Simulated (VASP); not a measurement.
# Pt (P6_3/mmc) in VASP: further runs

The runs below take Pt through single point, with r2SCAN.

Everything below comes from runs of VASP 6.6.1. Logs are shortened: lines on timing, memory, paths and dates and some standing lists are left out, and cuts for length are marked.

**1. The cell of the first run**

The structure is hexagonal, space group P6_3/mmc (No. 194). The conventional cell has a = 2.899 Å, b = 2.899 Å, c = 4.792 Å, α = 90.00°, β = 90.00°, γ = 120.00°. Within 3.8 Å of Pt (site symmetry -6m2) lie 12 Pt at 2.90 to 2.92 Å.

This isn't the form of Pt at room conditions, which is fcc.

**2. Single point, r2SCAN (strain +0.050 along x and y, +0.000 along z)**

POSCAR

```
Pt
1.0
    2.8986988966      0.0000000000      0.0000000000
   -1.4493494483      2.5103468823      0.0000000000
    0.0000000000      0.0000000000      4.7921340000
Pt
2
Direct
    0.6666666667      0.3333333333      0.7500000000
    0.3333333333      0.6666666667      0.2500000000
```

INCAR.step1

```
  PREC = Accurate
  ENCUT = 520
  ISMEAR = 0
  SIGMA = 0.15
  LREAL = False
  LASPH = True
  NELM = 60
  NBANDS = 17
  GGA = PE
  ALGO = Normal
  EDIFF = 1E-4
  LWAVE = True
  LCHARG = False
```

INCAR.step2

```
  PREC = Accurate
  ENCUT = 520
  EDIFF = 1E-6
  ISMEAR = 0
  SIGMA = 0.15
  LREAL = False
  LASPH = True
  NELM = 60
  ALGO = Normal
  ISIF = 2
  LWAVE = False
  LCHARG = False
  METAGGA = R2SCAN
  LMIXTAU = True
  NBANDS = 17
  ISTART = 1
```

KPOINTS

```
Automatic mesh
0
Gamma
  18 18 10
```

Potentials or basis: VASP PAW PBE potentials, release 64 (Pt).

Launch:

```bash
> cat potpaw_PBE.64/Pt/POTCAR > POTCAR
> cp INCAR.step1 INCAR
> mpirun -np 1 vasp_std > vasp.out
> cp INCAR.step2 INCAR
> mpirun -np 1 vasp_std > vasp.out
```

OUTCAR:

```text
PREC = Accurate
   ENCUT = 520
   EDIFF = 1E-6
   ISMEAR = 0
   LREAL = False
   LASPH = True
   NELM = 60
   ISIF = 2
   METAGGA = R2SCAN
   ISTART = 1

 ion  position               nearest neighbor table
   1  0.667  0.333  0.750-   2 2.92   2 2.92   2 2.92   2 2.92   2 2.92   2 2.92
   2  0.333  0.667  0.250-   1 2.92   1 2.92   1 2.92   1 2.92   1 2.92   1 2.92

  LATTYP: Found a hexagonal cell.
 ALAT       =     2.8986988966
 C/A-ratio  =     1.6532017194

  Lattice vectors:

 A1 = (   2.8986988966,   0.0000000000,   0.0000000000)
 A2 = (  -1.4493494483,   2.5103468823,   0.0000000000)
 A3 = (   0.0000000000,   0.0000000000,   4.7921340000)

Analysis of symmetry for initial positions (statically):
=====================================================================
 Subroutine PRICEL returns:
 Original cell was already a primitive cell.

 Routine SETGRP: Setting up the symmetry group for a
 hexagonal supercell.

 Subroutine GETGRP returns: Found 24 space group operations
 (whereof 12 operations were pure point group operations)
 out of a pool of 24 trial point group operations.

The static configuration has the point symmetry D_3d.
 The point group associated with its full space group is D_6h.

Analysis of symmetry for dynamics (positions and initial velocities):
=====================================================================
 Subroutine PRICEL returns:
 Original cell was already a primitive cell.

 Routine SETGRP: Setting up the symmetry group for a
 hexagonal supercell.

 Subroutine GETGRP returns: Found 24 space group operations
 (whereof 12 operations were pure point group operations)
 out of a pool of 24 trial point group operations.

The dynamic configuration has the point symmetry D_3d.
 The point group associated with its full space group is D_6h.

 Subroutine INISYM returns: Found 24 space group operations
 (whereof 12 operations are pure point group operations),
 and found     1 'primitive' translations

----------------------------------------------------------------------------------------

                                     Primitive cell

  volume of cell :      34.8711

  direct lattice vectors                    reciprocal lattice vectors
     2.898698897  0.000000000  0.000000000     0.344982365  0.199175661  0.000000000
    -1.449349448  2.510346882  0.000000000     0.000000000  0.398351322  0.000000000
     0.000000000  0.000000000  4.792134000     0.000000000  0.000000000  0.208675300

  length of vectors
     2.898698897  2.898698897  4.792134000     0.398351322  0.398351322  0.208675300

  position of ions in fractional coordinates (direct lattice)
     0.666666667  0.333333333  0.750000000
     0.333333333  0.666666667  0.250000000

  ion indices of the primitive-cell ions
   primitive index   ion index
                 1           1
                 2           2

----------------------------------------------------------------------------------------

 KPOINTS: Automatic mesh

Automatic generation of k-mesh.
 Grid dimensions read from file:
 generate k-points for:   18   18   10

 Generating k-lattice:

  Cartesian coordinates                     Fractional coordinates (reciprocal lattice)
     0.019165687  0.011065315  0.000000000     0.055555556  0.000000000  0.000000000
     0.000000000  0.022130629  0.000000000     0.000000000  0.055555556  0.000000000
     0.000000000  0.000000000  0.020867530     0.000000000  0.000000000  0.100000000

  Length of vectors
     0.022130629  0.022130629  0.020867530

  Shift w.r.t. Gamma in fractional coordinates (k-lattice)
     0.000000000  0.000000000  0.000000000

 Subroutine IBZKPT returns following result:
 ===========================================

 Found    222 irreducible k-points:

 Following reciprocal coordinates:
            Coordinates               Weight
  0.000000  0.000000  0.000000      1.000000
  0.055556  0.000000  0.000000      6.000000
  0.111111  0.000000  0.000000      6.000000
  0.166667 -0.000000  0.000000      6.000000
  0.222222  0.000000  0.000000      6.000000
  0.277778  0.000000  0.000000      6.000000
[... 16 lines left out ...]
  0.333333  0.111111  0.000000     12.000000
  0.388889  0.111111  0.000000     12.000000
 [... further k-points ...]
   k-points           NKPTS =    222   k-points in BZ     NKDIM =    222   number of bands    NBANDS=     17
   number of dos      NEDOS =    301   number of ions     NIONS =      2
   total plane-waves  NPLWV =  20736
   dimension x,y,z NGX =    24 NGY =   24 NGZ =   36
   dimension x,y,z NGXF=    48 NGYF=   48 NGZF=   72
   ions per type =               2
   NGX,Y,Z   is equivalent  to a cutoff of  13.76, 13.76, 12.49 a.u.
   NGXF,Y,Z  is equivalent  to a cutoff of  27.53, 27.53, 24.98 a.u.
 SYSTEM =  unknown system
   PREC   = accura    normal or accurate (medium, high low for compatibility)
   ISTART =      1    job   : 0-new  1-cont  2-samecut
   ICHARG =      0    charge: 1-file 2-atom 10-const
[... 29 lines left out ...]
  Thomas-Fermi vector in A             =   2.486864
   LORBIT       =      0    0 simple, 1 ext, 2 COOP (PROOUT), +10 PAW based schemes
   METAGGA = R2SCAN    functional components
   LHFCALC =     F    Hartree Fock is set to
   AEXX    =    0.0000 exact exchange contribution
   IVDW    =     0    specifies the selected vdW correction
   LEPSILON=     F    determine dielectric tensor
   LRPA    =     F    only Hartree local field effects (RPA)
 non-spin polarized calculation
 Gauss-broadening in eV      SIGMA  =   0.15
  energy-cutoff  :      520.00
  volume of cell :       34.87
 maximum number of plane-waves:       966
 NGX is ok and might be reduce to    24
   NGX = 11   NGY = 11   NGZ = 17

 number of electron      20.0000004 magnetization

 Free energy of the ion-electron system (eV)
  ---------------------------------------------------
  ext. energy  EPLUGINS =         0.00000000
  ---------------------------------------------------
  free energy    TOTEN  =      -102.53264337 eV

  energy without entropy =     -102.47743671  energy(sigma->0) =     -102.50504004

 E-fermi :   8.4287     XC(G=0): -13.6141

 val. band max:        8.4244659366   @ k =   0.3889   0.1111   0.5000
 cond. band min:       8.4296655424   @ k =   0.3333   0.0000   0.1000
 fundamental gap:      0.0051996058
 Fermi energy:         8.4286861327

 k-point     1 :       0.0000    0.0000    0.0000
  band No.  band energies     occupation
      1      -0.4514      2.00000
      2       2.2817      2.00000
      3       5.2871      2.00000
      4       5.4546      2.00000
      5       5.4546      2.00000
      6       5.8329      2.00000
[... 9 lines left out ...]
     16      26.6337      0.00000
     17      28.5887      0.00000

 k-point     2 :       0.0556    0.0000    0.0000
  band No.  band energies     occupation
      1      -0.3498      2.00000
      2       2.3692      2.00000
      3       5.1914      2.00000
      4       5.5269      2.00000
      5       5.5395      2.00000
      6       5.7909      2.00000
[... 9 lines left out ...]
     16      26.6139      0.00000
     17      28.0327      0.00000

 k-point     3 :       0.1111    0.0000    0.0000
  band No.  band energies     occupation
      1      -0.0517      2.00000
      2       2.6159      2.00000
      3       5.0118      2.00000
      4       5.6213      2.00000
      5       5.7401      2.00000
      6       5.7666      2.00000
[... 9 lines left out ...]
     16      26.2733      0.00000
     17      26.8898      0.00000

 k-point     4 :       0.1667   -0.0000    0.0000
  band No.  band energies     occupation
      1       0.4215      2.00000
      2       2.9618      2.00000
      3       4.8290      2.00000
      4       5.4745      2.00000
      5       5.5690      2.00000
      6       6.0167      2.00000
[... 9 lines left out ...]
     16      26.1931      0.00000
     17      26.6204      0.00000
[... 343 lines left out ...]
      1       2.5286      2.00000
      2       3.4779      2.00000
      3       4.0173      2.00000
      4       4.8499      2.00000
      5       5.3738      2.00000
      6       5.5661      2.00000
[... 9 lines left out ...]
     16      23.7387      0.00000
     17      24.1968      0.00000

 k-point    23 :       0.3333    0.1111    0.0000
  band No.  band energies     occupation
      1       2.9026      2.00000
      2       3.3170      2.00000
      3       3.7409      2.00000
      4       5.2262      2.00000
      5       5.3136      2.00000
      6       5.8215      2.00000
[... 9 lines left out ...]
     16      21.7865      0.00000
     17      23.4217      0.00000

 k-point    24 :       0.3889    0.1111    0.0000
  band No.  band energies     occupation
      1       3.0656      2.00000
      2       3.2010      2.00000
      3       3.5724      2.00000
      4       5.3006      2.00000
      5       5.6192      2.00000
      6       5.6721      2.00000
[... 9 lines left out ...]
     16      20.3421      0.00000
     17      22.7362      0.00000

 [... further k-points ...]

------------------------ aborting loop because EDIFF is reached ----------------------------------------

  FORCE on cell =-STRESS in cart. coord.  units (eV):
  Direction    XX          YY          ZZ          XY          YZ          ZX
  --------------------------------------------------------------------------------------
  -------------------------------------------------------------------------------------
  Total       -5.5407588     -5.5407588     -4.1254125     -0.0000000      0.0000000      0.0000000
  in kB     -254.5739907   -254.5739907   -189.5449273     -0.0000000      0.0000000      0.0000000
  external PRESSURE =    -232.8976362 kB  Pullay stress =       0.0000000 kB

 VOLUME and BASIS-vectors are now :
 -----------------------------------------------------------------------------
  energy-cutoff  :      520.00
  volume of cell :       34.87
      direct lattice vectors                 reciprocal lattice vectors
     2.898698897  0.000000000  0.000000000     0.344982365  0.199175661  0.000000000
    -1.449349448  2.510346882  0.000000000     0.000000000  0.398351322  0.000000000
     0.000000000  0.000000000  4.792134000     0.000000000  0.000000000  0.208675300

 POSITION                                       TOTAL-FORCE (eV/Angst)
 -----------------------------------------------------------------------------------
      1.44935      0.83678      3.59410         0.000000      0.000000      0.000000
     -0.00000      1.67356      1.19803        -0.000000     -0.000000      0.000000
 -----------------------------------------------------------------------------------
    total drift:                               -0.000000      0.000000     -0.000000

  FREE ENERGIE OF THE ION-ELECTRON SYSTEM (eV)
  ---------------------------------------------------
  free  energy   TOTEN  =      -102.5326433736 eV

  energy  without entropy=     -102.4774367108  energy(sigma->0) =     -102.50504004
```

Run time: 2 min. Hardware: 1 thread of Intel Xeon 6975P-C (Granite Rapids), shared host; peak memory 0.24 GiB.

Results:

* Free energy: -102.5326 eV
* Pressure: -23.3 GPa
* Band gap on the k mesh: zero (bands 10 and 11 overlap by 1.06 eV)

Caveat: the cell differs from its parent crystal (strain +0.050 along x and y, +0.000 along z); the cell stands under tension; the PAW data sets were made with another functional, which shifts forces and pressure a little; spin-orbit coupling is left out, which moves the levels of the heavy elements.

**3. Single point, r2SCAN (strain +0.025 along x and y, +0.050 along z)**

POSCAR

```
Pt
1.0
    2.8296822562      0.0000000000      0.0000000000
   -1.4148411281      2.4505767185      0.0000000000
    0.0000000000      0.0000000000      5.0317407000
Pt
2
Direct
    0.6666666667      0.3333333333      0.7500000000
    0.3333333333      0.6666666667      0.2500000000
```

Changes to INCAR.step1 since step 2:

```diff
@@ -6,3 +6,3 @@
   LASPH = True
-  NELM = 60
+  NELM = 100
   NBANDS = 17
```

Changes to INCAR.step2 since step 2:

```diff
@@ -2,3 +2,3 @@
   ENCUT = 520
-  EDIFF = 1E-6
+  EDIFF = 1E-7
   ISMEAR = 0
@@ -7,3 +7,3 @@
   LASPH = True
-  NELM = 60
+  NELM = 100
   ALGO = Normal
```

KPOINTS

```
regular mesh
0
Gamma
  18 18 10
```

Potentials or basis: VASP PAW PBE potentials, release 64 (Pt).

Launch:

```bash
> cat potpaw_PBE.64/Pt/POTCAR > POTCAR
> cp INCAR.step1 INCAR
> mpirun -np 1 vasp_std > vasp.out
> cp INCAR.step2 INCAR
> mpirun -np 1 vasp_std > vasp.out
```

Run time: 2.6 min. Hardware: 1 thread of Intel Xeon 6975P-C (Granite Rapids), shared host; peak memory 0.25 GiB.

It converged, with:

```
Free energy            : -102.5769 eV
Pressure               : -22.7 GPa
Band gap on the k mesh : zero (bands 10 and 11 overlap by 1.20 eV)
```

Stress tensor (GPa, compression positive):
```
-23.18   0.00   0.00
  0.00 -23.18   0.00
  0.00   0.00 -21.68
```

Levels at points of the mesh, in eV from the Fermi level:
```
           k point  band 6  band 7  band 8  band 9  band 10  band 11  band 12  band 13  band 14  band 15
(0.00, 0.00, 0.00)   -2.74   -2.74   -1.48   -1.48    -0.23    -0.23    -0.19     4.02    16.06    16.31
(0.50, 0.00, 0.00)   -2.55   -1.99   -0.13    0.34     0.49     2.33     3.72     7.12     8.72     9.05
(0.00, 0.00, 0.50)   -3.00   -3.00   -3.00   -0.71    -0.71    -0.71    -0.71    11.29    11.29    16.59
(0.50, 0.00, 0.50)   -1.53   -0.61   -0.61    0.43     0.43     1.97     1.97     6.20     6.20    14.11
```

Caveat: the cell differs from its parent crystal (strain +0.025 along x and y, +0.050 along z); the cell stands under tension; the PAW data sets were made with another functional, which shifts forces and pressure a little; spin-orbit coupling is left out, which moves the levels of the heavy elements.

**4. Single point, r2SCAN (strain +0.050 along x and y, +0.025 along z)**

POSCAR

```
Pt
1.0
    2.8986988966      0.0000000000      0.0000000000
   -1.4493494483      2.5103468823      0.0000000000
    0.0000000000      0.0000000000      4.9119373500
Pt
2
Direct
    0.6666666667      0.3333333333      0.7500000000
    0.3333333333      0.6666666667      0.2500000000
```

INCAR.step1

```
SYSTEM = Pt
PREC = Accurate
ENCUT = 520
ISMEAR = 0
SIGMA = 0.15
LREAL = .FALSE.
LASPH = .TRUE.
NELM = 80
NBANDS = 17
GGA = PE
ALGO = Normal
EDIFF = 1E-4
LWAVE = .TRUE.
LCHARG = .FALSE.
```

INCAR.step2

```
SYSTEM = Pt
PREC = Accurate
ENCUT = 520
EDIFF = 1E-6
ISMEAR = 0
SIGMA = 0.15
LREAL = .FALSE.
LASPH = .TRUE.
NELM = 80
ALGO = Normal
ISIF = 2
LWAVE = .FALSE.
LCHARG = .FALSE.
METAGGA = R2SCAN
LMIXTAU = .TRUE.
NBANDS = 17
ISTART = 1
```

KPOINTS

```
regular mesh
0
G
  18 18 10
  0 0 0
```

Launch:

```bash
> cat potpaw_PBE.64/Pt/POTCAR > POTCAR
> cp INCAR.step1 INCAR
> mpirun -np 1 vasp_std > vasp.out
> cp INCAR.step2 INCAR
> mpirun -np 1 vasp_std > vasp.out
```

Run time: 2.4 min. Hardware: 1 thread of Intel Xeon 6975P-C (Granite Rapids), shared host; peak memory 0.25 GiB.

Results (log left out):

- Free energy: -102.4200 eV
- Pressure: -26.1 GPa
- Band gap on the k mesh: zero (bands 10 and 11 overlap by 1.06 eV)

Stress tensor (GPa, compression positive):
```
-27.96   0.00   0.00
  0.00 -27.96   0.00
  0.00   0.00 -22.50
```

Levels at points of the mesh, in eV from the Fermi level:
| k point | band 6 | band 7 | band 8 | band 9 | band 10 | band 11 | band 12 | band 13 | band 14 | band 15 |
| --- | --- | --- | --- | --- | --- | --- | --- | --- | --- | --- |
| (0.00, 0.00, 0.00) | -2.54 | -2.54 | -1.69 | -1.69 | -0.24 | -0.24 | 0.19 | 4.45 | 16.05 | 16.91 |
| (0.50, 0.00, 0.00) | -2.37 | -2.06 | 0.00 | 0.13 | 0.32 | 2.19 | 3.43 | 7.20 | 8.87 | 8.99 |
| (0.00, 0.00, 0.50) | -2.89 | -2.89 | -2.89 | -0.74 | -0.74 | -0.74 | -0.74 | 12.16 | 12.16 | 16.30 |
| (0.50, 0.00, 0.50) | -1.60 | -0.57 | -0.57 | 0.25 | 0.25 | 1.96 | 1.96 | 5.82 | 5.82 | 14.64 |

Caveat: the cell differs from its parent crystal (strain +0.050 along x and y, +0.025 along z); the cell stands under tension; the PAW data sets were made with another functional, which shifts forces and pressure a little; spin-orbit coupling is left out, which moves the levels of the heavy elements.

**5. Single point, r2SCAN (strain +0.050 along x and y, +0.050 along z)**

Changes to POSCAR since step 4:

```diff
@@ -4,3 +4,3 @@
    -1.4493494483      2.5103468823      0.0000000000
-    0.0000000000      0.0000000000      4.9119373500
+    0.0000000000      0.0000000000      5.0317407000
 Pt
```

INCAR.step1

```
  PREC = Accurate
  ENCUT = 520
  ISMEAR = 0
  SIGMA = 0.15
  LREAL = False
  LASPH = True
  NELM = 60
  NBANDS = 17
  GGA = PE
  ALGO = Normal
  EDIFF = 1E-4
  LWAVE = True
  LCHARG = False
```

INCAR.step2

```
  PREC = Accurate
  ENCUT = 520
  EDIFF = 1E-7
  ISMEAR = 0
  SIGMA = 0.15
  LREAL = False
  LASPH = True
  NELM = 60
  ALGO = Normal
  ISIF = 2
  LWAVE = False
  LCHARG = False
  METAGGA = R2SCAN
  LMIXTAU = True
  NBANDS = 17
  ISTART = 1
```

KPOINTS

```
Automatic mesh
0
Gamma
  18 18 10
```

Launch:

```bash
> cat potpaw_PBE.64/Pt/POTCAR > POTCAR
> cp INCAR.step1 INCAR
> mpirun -np 1 vasp_std > vasp.out
> cp INCAR.step2 INCAR
> mpirun -np 1 vasp_std > vasp.out
```

It took 2.9 min on 1 thread of Intel Xeon 6975P-C (Granite Rapids), shared host; peak memory 0.26 GiB.

The run converged. Its results:

```
Free energy            : -102.2900 eV
Pressure               : -28.2 GPa
Band gap on the k mesh : zero (bands 10 and 11 overlap by 1.06 eV)
```

Stress tensor (GPa, compression positive):
```
-29.72   0.00   0.00
  0.00 -29.72   0.00
  0.00   0.00 -25.26
```

Levels at points of the mesh, in eV from the Fermi level:
| k point | band 7 | band 8 | band 9 | band 10 | band 11 | band 12 | band 13 | band 14 |
| --- | --- | --- | --- | --- | --- | --- | --- | --- |
| (0.00, 0.00, 0.00) | -2.49 | -1.50 | -1.50 | -0.23 | -0.23 | 0.16 | 4.03 | 16.18 |
| (0.50, 0.00, 0.00) | -1.88 | -0.07 | 0.21 | 0.37 | 2.21 | 3.46 | 6.98 | 8.65 |
| (0.00, 0.00, 0.50) | -2.77 | -2.77 | -0.69 | -0.69 | -0.69 | -0.69 | 11.46 | 11.46 |
| (0.50, 0.00, 0.50) | -0.53 | -0.53 | 0.30 | 0.30 | 2.00 | 2.00 | 5.75 | 5.75 |

Caveat: the cell differs from its parent crystal (strain +0.050 along x and y, +0.050 along z); the cell stands under tension; the PAW data sets were made with another functional, which shifts forces and pressure a little; spin-orbit coupling is left out, which moves the levels of the heavy elements.

**6. Overview**

| cell | gap on the mesh (eV) | pressure (GPa) |
| --- | --- | --- |
| a = 2.899, b = 2.899, c = 4.792 Å, angles 90.0, 90.0, 120.0°, 2 atoms | none | -23.3 |
| a = 2.830, b = 2.830, c = 5.032 Å, angles 90.0, 90.0, 120.0°, 2 atoms | none | -22.7 |
| a = 2.899, b = 2.899, c = 4.912 Å, angles 90.0, 90.0, 120.0°, 2 atoms | none | -26.1 |
| a = 2.899, b = 2.899, c = 5.032 Å, angles 90.0, 90.0, 120.0°, 2 atoms | none | -28.2 |

Alike in all rows: task single point; level r2SCAN; potentials or basis VASP PAW PBE potentials, release 64 (Pt); no spin polarisation; k mesh 18 × 18 × 10; cutoff (eV) 520; smearing gaussian 0.15 eV.

Caveats: the cell stands under tension; the PAW data sets were made with another functional, which shifts forces and pressure a little; spin-orbit coupling is left out, which moves the levels of the heavy elements.

Total energies depend on the potentials used, so only differences within one code and one set of settings carry meaning.
